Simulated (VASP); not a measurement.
# Fe (Pm-3m) in VASP: further runs

The runs below take Fe through single point, with LDA.

Program: VASP 6.6.1. These are calculated values, not measurements. Logs are shortened: lines on timing, memory, paths and dates and some standing lists are left out, and cuts for length are marked.

### Step 1. The cell of the first run

The structure is cubic, space group Pm-3m (No. 221). The conventional cell has a = 2.152 Å, b = 2.152 Å, c = 2.152 Å, α = 90.00°, β = 90.00°, γ = 90.00°. Within 2.8 Å of Fe (site symmetry m-3m) lie 6 Fe at 2.15 Å.

### Step 2. Single point, LDA (volume scaled by 0.92)

Input file INCAR:

```
PREC     = Accurate       # precision mode
ENCUT    = 520            # plane-wave cutoff, eV
EDIFF    = 1E-6           # SCF threshold, eV
ISMEAR   = -1             # smearing method
SIGMA    = 0.1            # smearing width, eV
LREAL    = False          # projectors in reciprocal space
LASPH    = True           # aspherical terms in the spheres
NELM     = 100            # most SCF steps
ALGO     = Normal         # electronic algorithm
ISIF     = 2              # what is computed and relaxed
LWAVE    = False          # write WAVECAR
LCHARG   = False          # write CHGCAR
GGA      = CA             # functional
NBANDS   = 10             # bands
```

Input file KPOINTS:

```
Automatic mesh
0
Gamma
  16 16 16
```

Input file POSCAR:

```
Fe
1.0
    2.1523757928      0.0000000000      0.0000000000
    0.0000000000      2.1523757928      0.0000000000
    0.0000000000      0.0000000000      2.1523757928
Fe
1
Direct
    0.0000000000      0.0000000000      0.0000000000
```

Potentials or basis: VASP PAW LDA potentials, release 64 (Fe).

Command:

```sh
$ cat potpaw_LDA.64/Fe/POTCAR > POTCAR
$ mpirun -np 1 vasp_std > vasp.out
```

OUTCAR:

```text
PREC = Accurate
   ENCUT = 520
   EDIFF = 1E-6
   ISMEAR = -1
   LREAL = False
   LASPH = True
   NELM = 100
   ISIF = 2
   GGA = CA

 ion  position               nearest neighbor table
   1  0.000  0.000  0.000-

  LATTYP: Found a simple cubic cell.
 ALAT       =     2.1523757928

  Lattice vectors:

 A1 = (   2.1523757928,   0.0000000000,   0.0000000000)
 A2 = (   0.0000000000,   2.1523757928,   0.0000000000)
 A3 = (   0.0000000000,   0.0000000000,   2.1523757928)

Analysis of symmetry for initial positions (statically):
=====================================================================
 Subroutine PRICEL returns:
 Original cell was already a primitive cell.

 Routine SETGRP: Setting up the symmetry group for a
 simple cubic supercell.

 Subroutine GETGRP returns: Found 48 space group operations
 (whereof 48 operations were pure point group operations)
 out of a pool of 48 trial point group operations.

The static configuration has the point symmetry O_h .

Analysis of symmetry for dynamics (positions and initial velocities):
=====================================================================
 Subroutine PRICEL returns:
 Original cell was already a primitive cell.

 Routine SETGRP: Setting up the symmetry group for a
 simple cubic supercell.

 Subroutine GETGRP returns: Found 48 space group operations
 (whereof 48 operations were pure point group operations)
 out of a pool of 48 trial point group operations.

The dynamic configuration has the point symmetry O_h .

 Subroutine INISYM returns: Found 48 space group operations
 (whereof 48 operations are pure point group operations),
 and found     1 'primitive' translations

----------------------------------------------------------------------------------------

                                     Primitive cell

  volume of cell :       9.9714

  direct lattice vectors                    reciprocal lattice vectors
     2.152375793  0.000000000  0.000000000     0.464602884  0.000000000  0.000000000
     0.000000000  2.152375793  0.000000000     0.000000000  0.464602884  0.000000000
     0.000000000  0.000000000  2.152375793     0.000000000  0.000000000  0.464602884

  length of vectors
     2.152375793  2.152375793  2.152375793     0.464602884  0.464602884  0.464602884

  position of ions in fractional coordinates (direct lattice)
     0.000000000  0.000000000  0.000000000

  ion indices of the primitive-cell ions
   primitive index   ion index
                 1           1

----------------------------------------------------------------------------------------

 KPOINTS: Automatic mesh

Automatic generation of k-mesh.
 Grid dimensions read from file:
 generate k-points for:   16   16   16

 Generating k-lattice:

  Cartesian coordinates                     Fractional coordinates (reciprocal lattice)
     0.029037680  0.000000000  0.000000000     0.062500000  0.000000000  0.000000000
     0.000000000  0.029037680  0.000000000     0.000000000  0.062500000  0.000000000
     0.000000000  0.000000000  0.029037680     0.000000000  0.000000000  0.062500000

  Length of vectors
     0.029037680  0.029037680  0.029037680

  Shift w.r.t. Gamma in fractional coordinates (k-lattice)
     0.000000000  0.000000000  0.000000000

 Subroutine IBZKPT returns following result:
 ===========================================

 Found    165 irreducible k-points:

 Following reciprocal coordinates:
            Coordinates               Weight
  0.000000  0.000000  0.000000      1.000000
  0.062500  0.000000  0.000000      6.000000
  0.125000  0.000000  0.000000      6.000000
  0.187500  0.000000  0.000000      6.000000
  0.250000  0.000000  0.000000      6.000000
  0.312500  0.000000  0.000000      6.000000
[... 16 lines left out ...]
  0.437500  0.125000  0.000000     24.000000
  0.500000  0.125000  0.000000     12.000000
 [... further k-points ...]
   k-points           NKPTS =    165   k-points in BZ     NKDIM =    165   number of bands    NBANDS=     10
   number of dos      NEDOS =    301   number of ions     NIONS =      1
   total plane-waves  NPLWV =   4096
   dimension x,y,z NGX =    16 NGY =   16 NGZ =   16
   dimension x,y,z NGXF=    32 NGYF=   32 NGZF=   32
   ions per type =               1
   NGX,Y,Z   is equivalent  to a cutoff of  12.36, 12.36, 12.36 a.u.
   NGXF,Y,Z  is equivalent  to a cutoff of  24.72, 24.72, 24.72 a.u.
 SYSTEM =  unknown system
   PREC   = accura    normal or accurate (medium, high low for compatibility)
   ISTART =      0    job   : 0-new  1-cont  2-samecut
   ICHARG =      2    charge: 1-file 2-atom 10-const
   ISPIN  =      1    spin polarized calculation?
   LNONCOLLINEAR =      F non collinear calculations
   LSORBIT =      F    spin-orbit coupling
   LASPH  =      T    aspherical Exc in radial PAW
   ENCUT  =  520.0 eV  38.22 Ry    6.18 a.u.   4.00  4.00  4.00*2*pi/ulx,y,z
   NELM   =    100;   NELMIN=  2; NELMDL= -5     # of ELM steps
   EDIFF  = 0.1E-05   stopping-criterion for ELM
   LREAL  =      F    real-space projection
   EDIFFG = 0.1E-04   stopping-criterion for IOM
   NSW    =      0    number of steps for IOM
   IBRION =     -1    ionic relax: 0-MD 1-quasi-New 2-CG
   NFREE  =      0    steps in history (QN), initial steepest desc. (CG)
   ISIF   =      2    stress and relaxation
   ISYM   =      2    0-nonsym 1-usesym 2-fastsym
   POTIM  = 0.5000    time-step for ionic-motion
   TEBEG  =    0.0;   TEEND  =   0.0 temperature during run
   PSTRESS=    0.0 pullay stress
   NELECT =       8.0000    total number of electrons
   NUPDOWN=      -1.0000    fix difference up-down
   EMIN   =  10.00;   EMAX   =-10.00  energy-range for DOS
   EFERMI =   0.00;   METHOD = LEGACY
   ISMEAR =    -1;   SIGMA  =   0.10  broadening in eV -4-tet -1-fermi 0-gaus
   EFERMI_NEDOS =   21; number of points for ismear=-14 and -15
   IALGO  =     38    algorithm
   IMIX   =      4    mixing-type and parameters
     AMIX     =   0.40;   BMIX     =  1.00
     AMIX_MAG =   1.60;   BMIX_MAG =  1.00
  volume/ion in A,a.u.               =       9.97        67.29
  Fermi-wavevector in a.u.,A,eV,Ry     =   1.521201  2.874654 31.484614  2.314054
  Thomas-Fermi vector in A             =   2.629949
   LORBIT       =      0    0 simple, 1 ext, 2 COOP (PROOUT), +10 PAW based schemes
   GGA     = CA    functional components
   LHFCALC =     F    Hartree Fock is set to
   AEXX    =    0.0000 exact exchange contribution
   IVDW    =     0    specifies the selected vdW correction
   LEPSILON=     F    determine dielectric tensor
   LRPA    =     F    only Hartree local field effects (RPA)
 non-spin polarized calculation
  energy-cutoff  :      520.00
  volume of cell :        9.97
 maximum number of plane-waves:       285
   NGX =  9   NGY =  9   NGZ =  9

 number of electron       8.0000006 magnetization

 Free energy of the ion-electron system (eV)
  ---------------------------------------------------
  ext. energy  EPLUGINS =         0.00000000
  ---------------------------------------------------
  free energy    TOTEN  =        -8.32630992 eV

  energy without entropy =       -8.26639481  energy(sigma->0) =       -8.29635236

 E-fermi :   7.4211     XC(G=0): -14.0681

 val. band max:        7.3921407077   @ k =   0.3125   0.2500   0.1250
 cond. band min:       7.4529373344   @ k =   0.3125   0.3125   0.0625
 fundamental gap:      0.0607966266
 Fermi energy:         7.4211449079

 k-point     1 :       0.0000    0.0000    0.0000
  band No.  band energies     occupation
      1      -1.7509      2.00000
      2       2.7045      2.00000
      3       2.7045      2.00000
      4       8.6404      0.00001
      5       8.6404      0.00001
      6       8.6404      0.00001
      7      30.1771      0.00000
      8      30.1771      0.00000
      9      30.1771      0.00000
     10      34.8000      0.00000

 k-point     2 :       0.0625    0.0000    0.0000
  band No.  band energies     occupation
      1      -1.6075      2.00000
      2       2.7333      2.00000
      3       2.8033      2.00000
      4       8.5529      0.00002
      5       8.5529      0.00002
      6       8.6473      0.00001
      7      28.6060      0.00000
      8      30.3830      0.00000
      9      30.3830      0.00000
     10      34.7477      0.00000

 k-point     3 :       0.1250    0.0000    0.0000
  band No.  band energies     occupation
      1      -1.1904      2.00000
      2       2.8159      2.00000
      3       3.0919      2.00000
      4       8.3090      0.00028
      5       8.3090      0.00028
      6       8.6669      0.00001
      7      25.8680      0.00000
      8      30.9836      0.00000
      9      30.9836      0.00000
     10      34.5917      0.00000

 k-point     4 :       0.1875    0.0000    0.0000
  band No.  band energies     occupation
      1      -0.5382      2.00000
      2       2.9416      2.00000
      3       3.5463      2.00000
      4       7.9578      0.00930
      5       7.9578      0.00930
      6       8.6963      0.00001
      7      23.0764      0.00000
      8      31.9349      0.00000
      9      31.9349      0.00000
     10      34.3384      0.00000
[... 222 lines left out ...]
 k-point    22 :       0.3750    0.1250    0.0000
  band No.  band energies     occupation
      1       2.4143      2.00000
      2       3.7006      2.00000
      3       4.8372      2.00000
      4       6.9347      1.98469
      5       7.5325      0.49426
      6       8.5077      0.00004
      7      16.5283      0.00000
      8      29.9353      0.00000
      9      35.4080      0.00000
     10      36.9996      0.00000

 k-point    23 :       0.4375    0.1250    0.0000
  band No.  band energies     occupation
      1       3.0758      2.00000
      2       3.8541      2.00000
      3       4.6111      2.00000
      4       6.7390      1.99782
      5       8.0940      0.00239
      6       8.5317      0.00003
      7      15.0441      0.00000
      8      30.6968      0.00000
      9      35.4973      0.00000
     10      36.9629      0.00000

 k-point    24 :       0.5000    0.1250    0.0000
  band No.  band energies     occupation
      1       3.3487      2.00000
      2       4.0138      2.00000
      3       4.3669      2.00000
      4       6.6713      1.99889
      5       8.3879      0.00013
      6       8.5402      0.00003
      7      14.4598      0.00000
      8      31.0098      0.00000
      9      35.8066      0.00000
     10      36.1738      0.00000

 [... further k-points ...]
[... 5 lines left out ...]
  --------------------------------------------------------------------------------------
  -------------------------------------------------------------------------------------
  Total        1.4962624      1.4962624      1.4962624     -0.0000000     -0.0000000      0.0000000
  in kB      240.4163834    240.4163834    240.4163834     -0.0000000     -0.0000000      0.0000000
  external PRESSURE =     240.4163834 kB  Pullay stress =       0.0000000 kB

 VOLUME and BASIS-vectors are now :
 -----------------------------------------------------------------------------
  energy-cutoff  :      520.00
  volume of cell :        9.97
      direct lattice vectors                 reciprocal lattice vectors
     2.152375793  0.000000000  0.000000000     0.464602884  0.000000000  0.000000000
     0.000000000  2.152375793  0.000000000     0.000000000  0.464602884  0.000000000
     0.000000000  0.000000000  2.152375793     0.000000000  0.000000000  0.464602884

 POSITION                                       TOTAL-FORCE (eV/Angst)
 -----------------------------------------------------------------------------------
      0.00000      0.00000      0.00000         0.000000      0.000000      0.000000
 -----------------------------------------------------------------------------------
    total drift:                               -0.000000     -0.000000      0.000000

  FREE ENERGIE OF THE ION-ELECTRON SYSTEM (eV)
  ---------------------------------------------------
  free  energy   TOTEN  =        -8.3263099157 eV

  energy  without entropy=       -8.2663948122  energy(sigma->0) =       -8.29635236
```

It took 12 s on 1 thread of Intel Xeon 6975P-C, shared host; peak memory 0.12 GiB.

What came out:

```
Free energy            : -8.3263 eV
Pressure               : 24.0 GPa
Band gap on the k mesh : zero (band 4 reaches 10.13 eV, above the bottom of band 5 at 6.56 eV)
```

Levels at points of the mesh, in eV from the Fermi level:
| k point | band 1 | band 2 | band 3 | band 4 | band 5 | band 6 | band 7 | band 8 |
| --- | --- | --- | --- | --- | --- | --- | --- | --- |
| (0.00, 0.00, 0.00) | -9.17 | -4.72 | -4.72 | 1.22 | 1.22 | 1.22 | 22.76 | 22.76 |
| (0.50, 0.00, 0.00) | -4.46 | -3.91 | -1.44 | -0.81 | -0.81 | 1.40 | 7.03 | 25.55 |
| (0.50, 0.50, 0.00) | -6.11 | -3.08 | -0.38 | -0.38 | 2.60 | 6.57 | 6.57 | 13.73 |
| (0.50, 0.50, 0.50) | -4.40 | -4.40 | -4.40 | 2.71 | 2.71 | 13.28 | 15.62 | 15.62 |

Caveat: the run has no spin polarisation, though such a crystal can be magnetic.

### Step 3. Single point, LDA (volume scaled by 0.96)

Input file INCAR:

```
SYSTEM = Fe
ALGO = Normal ; EDIFF = 1E-7
ENCUT = 520 ; GGA = CA
ISIF = 2 ; ISMEAR = -1
LASPH = .TRUE. ; LCHARG = .FALSE.
LREAL = .FALSE. ; LWAVE = .FALSE.
NBANDS = 10 ; NELM = 100
PREC = Accurate ; SIGMA = 0.1
```

Input file KPOINTS:

```
k-points
0
G
  16 16 16
  0 0 0
```

Input file POSCAR:

```
Fe
1.0
    2.1831281732      0.0000000000      0.0000000000
    0.0000000000      2.1831281732      0.0000000000
    0.0000000000      0.0000000000      2.1831281732
Fe
1
Direct
    0.0000000000      0.0000000000      0.0000000000
```

Potentials or basis: VASP PAW LDA potentials, release 64 (Fe).

Command:

```sh
$ cat potpaw_LDA.64/Fe/POTCAR > POTCAR
$ mpirun -np 1 vasp_std > vasp.out
```

It took 14 s on 1 thread of Intel Xeon 6975P-C, shared host; peak memory 0.12 GiB.

It converged, with:

| Quantity | Value |
| --- | --- |
| Free energy | -8.3720 eV |
| Pressure | 10.2 GPa |
| Band gap on the k mesh | zero (band 4 reaches 9.45 eV, above the bottom of band 5 at 6.10 eV) |

Levels at points of the mesh, in eV from the Fermi level:
```csv
k point,band 1,band 2,band 3,band 4,band 5,band 6,band 7,band 8,band 9
"(0.00, 0.00, 0.00)",-8.91,-4.45,-4.45,1.15,1.15,1.15,22.17,22.17,22.17
"(0.50, 0.00, 0.00)",-4.30,-3.69,-1.36,-0.75,-0.75,1.32,6.67,25.17,29.58
"(0.50, 0.50, 0.00)",-5.74,-2.93,-0.35,-0.35,2.45,6.36,6.36,13.39,16.43
"(0.50, 0.50, 0.50)",-4.13,-4.13,-4.13,2.55,2.55,13.25,15.01,15.01,15.01
```

Caveat: the run has no spin polarisation, though such a crystal can be magnetic. Spin polarisation is off, so any magnetic state and its effect on volume and gap are missing.
